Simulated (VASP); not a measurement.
Write the native input for VASP 6.6.1 that does the following.

- Task: single point
- Functional: PBE0
- Potentials or basis: VASP PAW PBE potentials, release 64 (Ba_sv, Te)
- Cutoff: 520 eV
- k mesh: 4 × 4 × 4
- Occupations: fermi-dirac, width 0.05 eV
- Spin: no spin polarisation
- Dipole correction: no
- Grid for exact exchange (PRECFOCK): Normal
- Further INCAR settings: ALGO = Normal; EDIFF = 1e-06; NBANDS = 15
- Share of exact exchange: 0.25

The system is BaTe.

```
Ba Te
1.0
     0.00000    3.38711    3.38711
     3.38711    0.00000    3.38711
     3.38711    3.38711    0.00000
Ba Te
1 1
Direct
  0.00000 0.00000 0.00000
  0.50000 0.50000 0.50000
```

One way to write it, as run:

POSCAR

```
BaTe
1.0
    0.0000000000      3.3871134044      3.3871134044
    3.3871134044      0.0000000000      3.3871134044
    3.3871134044      3.3871134044      0.0000000000
Ba Te
1 1
Direct
    0.0000000000      0.0000000000      0.0000000000
    0.5000000000      0.5000000000      0.5000000000
```

INCAR.step1

```
PREC     = Accurate       # precision mode
ENCUT    = 520            # plane-wave cutoff, eV
EDIFF    = 1E-5           # SCF threshold, eV
ISMEAR   = -1             # smearing method
SIGMA    = 0.05           # smearing width, eV
LREAL    = False          # projectors in reciprocal space
LASPH    = True           # aspherical terms in the spheres
NELM     = 60             # most SCF steps
ALGO     = Normal         # electronic algorithm
ISIF     = 2              # what is computed and relaxed
LWAVE    = True           # write WAVECAR
GGA      = PE             # functional
NBANDS   = 15             # bands
```

INCAR.step2

```
PREC     = Accurate       # precision mode
ENCUT    = 520            # plane-wave cutoff, eV
EDIFF    = 1E-6           # SCF threshold, eV
ISMEAR   = -1             # smearing method
SIGMA    = 0.05           # smearing width, eV
LREAL    = False          # projectors in reciprocal space
LASPH    = True           # aspherical terms in the spheres
NELM     = 60             # most SCF steps
ALGO     = Normal         # electronic algorithm
ISIF     = 2              # what is computed and relaxed
LWAVE    = False          # write WAVECAR
LCHARG   = True           # write CHGCAR
GGA      = PE             # functional
LHFCALC  = True           # exact exchange
AEXX     = 0.25           # exact-exchange fraction
PRECFOCK = Normal       
LELF     = True           # ELF
LVHAR    = True         
ISTART   = 1            
NBANDS   = 15             # bands
```

KPOINTS

```
regular mesh
0
Gamma
  4 4 4
```

Potentials or basis: VASP PAW PBE potentials, release 64 (Ba_sv, Te).

Run with:

```sh
$ cat potpaw_PBE.64/Ba_sv/POTCAR potpaw_PBE.64/Te/POTCAR > POTCAR
$ cp INCAR.step1 INCAR
$ mpirun -np 1 vasp_std > vasp.out
$ cp INCAR.step2 INCAR
$ mpirun -np 1 vasp_std > vasp.out
```

It gave:

| Item | Value |
| --- | --- |
| Pressure | 4.9 GPa |
| Band gap on the k mesh | 2.66 eV (least direct gap 3.10 eV) |

Caveat: the cell stands under pressure; the PAW data sets were made with another functional, which shifts forces and pressure a little; spin-orbit coupling is left out, which moves the levels of the heavy elements.

It took 15 min on 1 thread of Intel Xeon 8259CL, with other jobs on the host, peak memory 0.22 GiB.
